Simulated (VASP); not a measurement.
# Mg2B (Fd-3m) in VASP: notebook

Mg2B is run at these levels: PBE; tasks: single point, relaxation of cell and atoms.

All numbers are computed with VASP 6.6.1; they aren't measurements. Logs are shortened: lines on timing, memory, paths and dates and some standing lists are left out, and cuts for length are marked.

### Step 1. The cell of the first run

It takes space group Fd-3m (No. 227, cubic). Conventional cell: a = 7.707 Å, b = 7.707 Å, c = 7.707 Å, α = 90.00°, β = 90.00°, γ = 90.00°. Within 3.6 Å of Mg (site symmetry -3m) lie 6 Mg at 2.72 Å and 6 B at 3.20 Å. B (site symmetry -43m) has 12 Mg at 3.20 Å and 4 B at 3.34 Å within 4.2 Å.

### Step 2. Single point, PBE

INCAR

```
PREC = Accurate
ENCUT = 520
EDIFF = 1E-6
ISMEAR = 0
SIGMA = 0.1
LREAL = False
LASPH = True
NELM = 80
ALGO = Normal
ISIF = 2
LWAVE = False
LCHARG = False
GGA = PE
NBANDS = 16
```

KPOINTS

```
regular mesh
0
Gamma
  4 4 4
```

POSCAR

```
Mg2B
1.0
    0.0000000000      3.8533615716      3.8533615716
    3.8533615716      0.0000000000      3.8533615716
    3.8533615716      3.8533615716      0.0000000000
Mg B
4 2
Direct
    0.6250000000      0.6250000000      0.6250000000
    0.1250000000      0.6250000000      0.6250000000
    0.6250000000      0.6250000000      0.1250000000
    0.6250000000      0.1250000000      0.6250000000
    0.0000000000      0.0000000000      0.0000000000
    0.2500000000      0.2500000000      0.2500000000
```

Potentials or basis: VASP PAW PBE potentials, release 64 (Mg, B).

The run is started by

```sh
$ cat potpaw_PBE.64/Mg/POTCAR potpaw_PBE.64/B/POTCAR > POTCAR
$ mpirun -np 1 vasp_std > vasp.out
```

OUTCAR:

```text
PREC = Accurate
   ENCUT = 520
   EDIFF = 1E-6
   ISMEAR = 0
   LREAL = False
   LASPH = True
   NELM = 80
   ISIF = 2
   GGA = PE

 ion  position               nearest neighbor table
   1  0.625  0.625  0.625-   2 2.72   3 2.72   4 2.72   3 2.72   4 2.72   2 2.72
   2  0.125  0.625  0.625-   1 2.72   3 2.72   4 2.72   1 2.72   3 2.72   4 2.72
   3  0.625  0.625  0.125-   1 2.72   1 2.72   2 2.72   4 2.72   4 2.72   2 2.72
   4  0.625  0.125  0.625-   1 2.72   3 2.72   1 2.72   2 2.72   3 2.72   2 2.72
   5  0.000  0.000  0.000-
   6  0.250  0.250  0.250-

  LATTYP: Found a face centered cubic cell.
 ALAT       =     7.7067231432

  Lattice vectors:

 A1 = (   0.0000000000,   3.8533615716,   3.8533615716)
 A2 = (   3.8533615716,   0.0000000000,   3.8533615716)
 A3 = (   3.8533615716,   3.8533615716,   0.0000000000)

Analysis of symmetry for initial positions (statically):
=====================================================================
 Subroutine PRICEL returns:
 Original cell was already a primitive cell.

 Routine SETGRP: Setting up the symmetry group for a
 face centered cubic supercell.

 Subroutine GETGRP returns: Found 48 space group operations
 (whereof 24 operations were pure point group operations)
 out of a pool of 48 trial point group operations.

The static configuration has the point symmetry T_d .
 The point group associated with its full space group is O_h .

Analysis of symmetry for dynamics (positions and initial velocities):
=====================================================================
 Subroutine PRICEL returns:
 Original cell was already a primitive cell.

 Routine SETGRP: Setting up the symmetry group for a
 face centered cubic supercell.

 Subroutine GETGRP returns: Found 48 space group operations
 (whereof 24 operations were pure point group operations)
 out of a pool of 48 trial point group operations.

The dynamic configuration has the point symmetry T_d .
 The point group associated with its full space group is O_h .

 Subroutine INISYM returns: Found 48 space group operations
 (whereof 24 operations are pure point group operations),
 and found     1 'primitive' translations

----------------------------------------------------------------------------------------

                                     Primitive cell

  volume of cell :     114.4325

  direct lattice vectors                    reciprocal lattice vectors
[... 84 lines left out ...]
   ISIF   =      2    stress and relaxation
   ISYM   =      2    0-nonsym 1-usesym 2-fastsym
   POTIM  = 0.5000    time-step for ionic-motion
   TEBEG  =    0.0;   TEEND  =   0.0 temperature during run
   PSTRESS=    0.0 pullay stress
   NELECT =      14.0000    total number of electrons
   NUPDOWN=      -1.0000    fix difference up-down
   EMIN   =  10.00;   EMAX   =-10.00  energy-range for DOS
   EFERMI =   0.00;   METHOD = LEGACY
   ISMEAR =     0;   SIGMA  =   0.10  broadening in eV -4-tet -1-fermi 0-gaus
   EFERMI_NEDOS =   21; number of points for ismear=-14 and -15
   IALGO  =     38    algorithm
   IMIX   =      4    mixing-type and parameters
     AMIX     =   0.40;   BMIX     =  1.00
     AMIX_MAG =   1.60;   BMIX_MAG =  1.00
  volume/ion in A,a.u.               =      19.07       128.70
  Fermi-wavevector in a.u.,A,eV,Ry     =   0.812708  1.535795  8.986565  0.660494
  Thomas-Fermi vector in A             =   1.922300
   LORBIT       =      0    0 simple, 1 ext, 2 COOP (PROOUT), +10 PAW based schemes
   GGA     = PE    functional components
   LHFCALC =     F    Hartree Fock is set to
   AEXX    =    0.0000 exact exchange contribution
   IVDW    =     0    specifies the selected vdW correction
   LEPSILON=     F    determine dielectric tensor
   LRPA    =     F    only Hartree local field effects (RPA)
 non-spin polarized calculation
 Gauss-broadening in eV      SIGMA  =   0.10
  energy-cutoff  :      520.00
  volume of cell :      114.43
 maximum number of plane-waves:      3119
 NGX is ok and might be reduce to    42
   NGX = 21   NGY = 21   NGZ = 21

 number of electron      14.0000000 magnetization

 Free energy of the ion-electron system (eV)
  ---------------------------------------------------
  ext. energy  EPLUGINS =         0.00000000
  ---------------------------------------------------
  free energy    TOTEN  =       -11.21521322 eV

  energy without entropy =      -11.19408942  energy(sigma->0) =      -11.20465132

 E-fermi :   2.1306     XC(G=0):  -8.8488

 val. band max:        2.0611056395   @ k =   0.5000   0.2500   0.0000
 cond. band min:       2.2428016196   @ k =   0.2500   0.0000   0.0000
 fundamental gap:      0.1816959801
 Fermi energy:         2.1306413180

 k-point     1 :       0.0000    0.0000    0.0000
  band No.  band energies     occupation
      1      -5.6584      2.00000
      2      -1.2945      2.00000
      3      -0.0734      2.00000
      4       1.6291      2.00000
      5       1.6291      2.00000
      6       1.6291      2.00000
[... 129 lines left out ...]
      3      -2.1325      2.00000
      4      -2.1325      2.00000
      5       1.7238      2.00000
      6       1.7238      2.00000
[... 8 lines left out ...]
     15       7.0283      0.00000
     16       7.0283      0.00000

------------------------ aborting loop because EDIFF is reached ----------------------------------------

  FORCE on cell =-STRESS in cart. coord.  units (eV):
  Direction    XX          YY          ZZ          XY          YZ          ZX
  --------------------------------------------------------------------------------------
  -------------------------------------------------------------------------------------
  Total        0.1991592      0.1991592      0.1991592      0.0000000     -0.0000000      0.0000000
  in kB        2.7884419      2.7884419      2.7884419      0.0000000     -0.0000000      0.0000000
  external PRESSURE =       2.7884419 kB  Pullay stress =       0.0000000 kB

 VOLUME and BASIS-vectors are now :
 -----------------------------------------------------------------------------
  energy-cutoff  :      520.00
  volume of cell :      114.43
      direct lattice vectors                 reciprocal lattice vectors
     0.000000000  3.853361572  3.853361572    -0.129756835  0.129756835  0.129756835
     3.853361572  0.000000000  3.853361572     0.129756835 -0.129756835  0.129756835
     3.853361572  3.853361572  0.000000000     0.129756835  0.129756835 -0.129756835

 POSITION                                       TOTAL-FORCE (eV/Angst)
 -----------------------------------------------------------------------------------
      4.81670      4.81670      4.81670         0.000000     -0.000000     -0.000000
      4.81670      2.89002      2.89002         0.000000     -0.000000     -0.000000
      2.89002      2.89002      4.81670         0.000000     -0.000000     -0.000000
      2.89002      4.81670      2.89002         0.000000     -0.000000     -0.000000
      0.00000      0.00000      0.00000        -0.000000     -0.000000     -0.000000
      1.92668      1.92668      1.92668         0.000000      0.000000      0.000000
 -----------------------------------------------------------------------------------
    total drift:                               -0.000000     -0.000000      0.000000

  FREE ENERGIE OF THE ION-ELECTRON SYSTEM (eV)
  ---------------------------------------------------
  free  energy   TOTEN  =       -11.2152132178 eV

  energy  without entropy=      -11.1940894238  energy(sigma->0) =      -11.20465132
```

Run time: 10 s. Hardware: 1 thread of Intel Xeon 6975P-C (Granite Rapids), shared host; peak memory 0.25 GiB.

Results:

| Item | Value |
| --- | --- |
| Free energy | -11.2152 eV |
| Pressure | 0.3 GPa |
| Band gap on the k mesh | zero (band 7 reaches 3.90 eV, above the bottom of band 8 at 1.76 eV) |

Levels at points of the mesh, in eV from the Fermi level:
| k point | band 4 | band 5 | band 6 | band 7 | band 8 | band 9 | band 10 | band 11 |
| --- | --- | --- | --- | --- | --- | --- | --- | --- |
| (0.00, 0.00, 0.00) | -0.50 | -0.50 | -0.50 | -0.35 | -0.29 | -0.29 | -0.29 | 2.35 |
| (0.50, 0.00, 0.00) | -1.74 | -1.21 | -1.21 | -0.25 | -0.25 | 1.48 | 1.63 | 3.29 |
| (0.50, 0.50, 0.00) | -3.48 | -2.44 | -2.44 | 1.77 | 1.77 | 2.22 | 2.22 | 4.44 |

### Step 3. Relaxation of cell and atoms, PBE

This run uses another cell than the first one, of 14.72 Å³/atom, 0.772 times its volume.

INCAR

```
SYSTEM = Mg2B
  PREC = Accurate
  ENCUT = 600
  EDIFF = 1E-7
  ISMEAR = 0
  SIGMA = 0.1
  LREAL = .False.
  LASPH = .True.
  NELM = 80
  ALGO = Normal
  ISIF = 3
  LWAVE = .False.
  LCHARG = .False.
  GGA = PE
  IBRION = 2
  NSW = 90
  EDIFFG = -0.04
```

KPOINTS

```
Automatic mesh
0
Gamma
  4 4 4
  0 0 0
```

POSCAR: that of step 2 with these lines changed.

```diff
@@ -2,5 +2,5 @@
 1.0
-    0.0000000000      3.8533615716      3.8533615716
-    3.8533615716      0.0000000000      3.8533615716
-    3.8533615716      3.8533615716      0.0000000000
+    0.0000000000      3.5346718731      3.5346718731
+    3.5346718731      0.0000000000      3.5346718731
+    3.5346718731      3.5346718731      0.0000000000
 Mg B
```

Potentials or basis: VASP PAW PBE potentials, release 64 (Mg, B).

The run is started by

```sh
$ cat potpaw_PBE.64/Mg/POTCAR potpaw_PBE.64/B/POTCAR > POTCAR
$ mpirun -np 1 vasp_std > vasp.out
```

Wall time 27 s (1 thread of Intel Xeon 6975P-C (Granite Rapids), shared host); peak memory 0.24 GiB.

Results (log left out):

```yaml
Free_energy: -11.2148 eV
Relaxed_volume: 19.24 Å³/atom
Relaxed_cell: a = 5.466 Å, b = 5.466 Å, c = 5.466 Å, α = 60.00°, β = 60.00°, γ = 60.00°
Space_group_after_relaxing_to_0.05_Å: Fd-3m (No. 227)
Energy_gained_by_relaxing: 181.5 meV/atom
Ionic_steps: 4
Pressure_after_relaxing: -0.1 GPa
Band_gap_on_the_k_mesh: zero (band 7 reaches 3.84 eV, above the bottom of band 8 at 1.72 eV)
```

The path:
| step | energy change (eV) | largest force (eV/Å) | pressure (GPa) | volume (Å³) |
| --- | --- | --- | --- | --- |
| 1 | 0.0000 | 0.0000 | 16.01 | 88.32 |
| 2 | -1.0385 | 0.0000 | 2.51 | 108.49 |
| 3 | -1.0792 | 0.0000 | -0.97 | 118.50 |
| 4 | -1.0892 | 0.0000 | -0.06 | 115.46 |

Final structure:
```xyz
6
Lattice="0.0000 3.8648 3.8648 3.8648 0.0000 3.8648 3.8648 3.8648 0.0000" Properties=species:S:1:pos:R:3 pbc="T T T"
Mg    4.8310    4.8310    4.8310
Mg    4.8310    2.8986    2.8986
Mg    2.8986    2.8986    4.8310
Mg    2.8986    4.8310    2.8986
B     0.0000    0.0000    0.0000
B     1.9324    1.9324    1.9324
```

Levels at points of the mesh, in eV from the Fermi level:
| k point | band 5 | band 6 | band 7 | band 8 | band 9 | band 10 |
| --- | --- | --- | --- | --- | --- | --- |
| (0.00, 0.00, 0.00) | -0.49 | -0.49 | -0.36 | -0.28 | -0.28 | -0.28 |
| (0.50, 0.00, 0.00) | -1.19 | -1.19 | -0.24 | -0.24 | 1.48 | 1.61 |
| (0.50, 0.50, 0.00) | -2.42 | -2.42 | 1.75 | 1.75 | 2.21 | 2.21 |

Caveat: the k points lie up to 0.35 Å⁻¹ apart in the final cell; the volume moved by over 15 % at a fixed basis, so the end points are rough.

### Step 4. Single point, PBE

This run uses another cell than the first one, of 18.82 Å³/atom, 0.987 times its volume.

INCAR

```
SYSTEM = Mg2B
ALGO = Normal
EDIFF = 1E-6
ENCUT = 520
GGA = PE
ISIF = 2
ISMEAR = 0
LASPH = .TRUE.
LCHARG = .FALSE.
LREAL = .FALSE.
LWAVE = .FALSE.
NBANDS = 16
NELM = 60
PREC = Accurate
SIGMA = 0.1
```

KPOINTS

```
k-points
0
G
  8 8 8
  0 0 0
```

POSCAR

```
Mg2B
1.0
    0.0000000000      3.8363021523      3.8363021523
    3.8363021523      0.0000000000      3.8363021523
    3.8363021523      3.8363021523      0.0000000000
Mg B
4 2
Direct
    0.1250000000      0.1250000000      0.1250000000
    0.6250000000      0.1250000000      0.1250000000
    0.1250000000      0.1250000000      0.6250000000
    0.1250000000      0.6250000000      0.1250000000
    0.5000000000      0.5000000000      0.5000000000
    0.7500000000      0.7500000000      0.7500000000
```

The run is started by

```sh
$ cat potpaw_PBE.64/Mg/POTCAR potpaw_PBE.64/B/POTCAR > POTCAR
$ mpirun -np 1 vasp_std > vasp.out
```

It took 19 s on 1 thread of Intel Xeon 6975P-C (Granite Rapids), shared host; peak memory 0.25 GiB.

Results (log left out):

- Free energy: -11.2991 eV
- Pressure: 0.0 GPa
- Band gap on the k mesh: zero (band 7 reaches 3.98 eV, above the bottom of band 8 at 1.81 eV)

Levels at points of the mesh, in eV from the Fermi level:
| k point | band 4 | band 5 | band 6 | band 7 | band 8 | band 9 | band 10 | band 11 |
| --- | --- | --- | --- | --- | --- | --- | --- | --- |
| (0.00, 0.00, 0.00) | -0.88 | -0.88 | -0.88 | -0.75 | -0.67 | -0.67 | -0.67 | 2.00 |
| (0.50, 0.00, 0.00) | -2.14 | -1.60 | -1.60 | -0.62 | -0.62 | 1.11 | 1.30 | 2.96 |
| (0.50, 0.50, 0.00) | -3.88 | -2.84 | -2.84 | 1.42 | 1.42 | 1.87 | 1.87 | 4.13 |

### Step 5. Relaxation of cell and atoms, PBE

INCAR

```
SYSTEM = Mg2B
ALGO = Normal ; EDIFF = 1E-6
EDIFFG = -0.01 ; ENCUT = 600
GGA = PE ; IBRION = 2
ISIF = 3 ; ISMEAR = 0
LASPH = .TRUE. ; LCHARG = .FALSE.
LREAL = .FALSE. ; LWAVE = .FALSE.
NELM = 60 ; NSW = 100
PREC = Accurate ; SIGMA = 0.1
```

KPOINTS is that of step 4.

POSCAR: that of step 4 with these lines changed.

```diff
@@ -2,5 +2,5 @@
 1.0
-    0.0000000000      3.8363021523      3.8363021523
-    3.8363021523      0.0000000000      3.8363021523
-    3.8363021523      3.8363021523      0.0000000000
+    0.0000000000      3.8533615716      3.8533615716
+    3.8533615716      0.0000000000      3.8533615716
+    3.8533615716      3.8533615716      0.0000000000
 Mg B
```

The run is started by

```sh
$ cat potpaw_PBE.64/Mg/POTCAR potpaw_PBE.64/B/POTCAR > POTCAR
$ mpirun -np 1 vasp_std > vasp.out
```

Wall time 45 s (1 thread of Intel Xeon 6975P-C (Granite Rapids), shared host); peak memory 0.35 GiB.

The run converged. Its results:

```yaml
Free_energy: -11.2997 eV
Relaxed_volume: 18.81 Å³/atom
Relaxed_cell: a = 5.424 Å, b = 5.424 Å, c = 5.424 Å, α = 60.00°, β = 60.00°, γ = 60.00°
Space_group_after_relaxing_to_0.05_Å: Fd-3m (No. 227)
Energy_gained_by_relaxing: 0.5 meV/atom
Ionic_steps: 3
Pressure_after_relaxing: 0.0 GPa
Band_gap_on_the_k_mesh: zero (band 7 reaches 3.99 eV, above the bottom of band 8 at 1.81 eV)
```

Step by step:
| step | energy change (eV) | largest force (eV/Å) | pressure (GPa) | volume (Å³) |
| --- | --- | --- | --- | --- |
| 1 | 0.0000 | 0.0000 | -0.54 | 114.43 |
| 2 | -0.0024 | 0.0000 | -0.19 | 113.37 |
| 3 | -0.0028 | 0.0000 | -0.01 | 112.85 |

Final structure:
```
CELL_PARAMETERS angstrom
0.00000 3.83556 3.83556
3.83556 0.00000 3.83556
3.83556 3.83556 0.00000
ATOMIC_POSITIONS crystal
Mg 0.12500 0.12500 0.12500
Mg 0.62500 0.12500 0.12500
Mg 0.12500 0.12500 0.62500
Mg 0.12500 0.62500 0.12500
B 0.50000 0.50000 0.50000
B 0.75000 0.75000 0.75000
```

Levels at points of the mesh, in eV from the Fermi level:
```
           k point  band 4  band 5  band 6  band 7  band 8  band 9  band 10  band 11
(0.00, 0.00, 0.00)   -0.88   -0.88   -0.88   -0.75   -0.67   -0.67    -0.67     2.01
(0.50, 0.00, 0.00)   -2.14   -1.60   -1.60   -0.62   -0.62    1.11     1.30     2.96
(0.50, 0.50, 0.00)   -3.88   -2.84   -2.84    1.42    1.42    1.87     1.87     4.13
```

### Step 6. Summary

| task | cell | k mesh | cutoff (eV) | gap on the mesh (eV) | pressure (GPa) | relaxed volume (Å³/atom) |
| --- | --- | --- | --- | --- | --- | --- |
| single point | a = 5.449 Å, angles 60.0°, 6 atoms | 4 × 4 × 4 | 520 | none | 0.3 | - |
| relaxation of cell and atoms | relaxed from a = 4.999 Å, angles 60.0°, 6 atoms | 4 × 4 × 4 | 600 | none | -0.1 | 19.24 |
| single point | a = 5.425 Å, angles 60.0°, 6 atoms | 8 × 8 × 8 | 520 | none | 0.0 | - |
| relaxation of cell and atoms | relaxed from a = 5.449 Å, angles 60.0°, 6 atoms | 8 × 8 × 8 | 600 | none | 0.0 | 18.81 |

Alike in all rows: level PBE; potentials or basis VASP PAW PBE potentials, release 64 (Mg, B); no spin polarisation; smearing gaussian 0.1 eV.

Caveats: some runs use coarse meshes; the volume moved by over 15 % at a fixed basis, so the end points are rough (some runs).

Absolute energies hang on the potentials; compare differences alone.
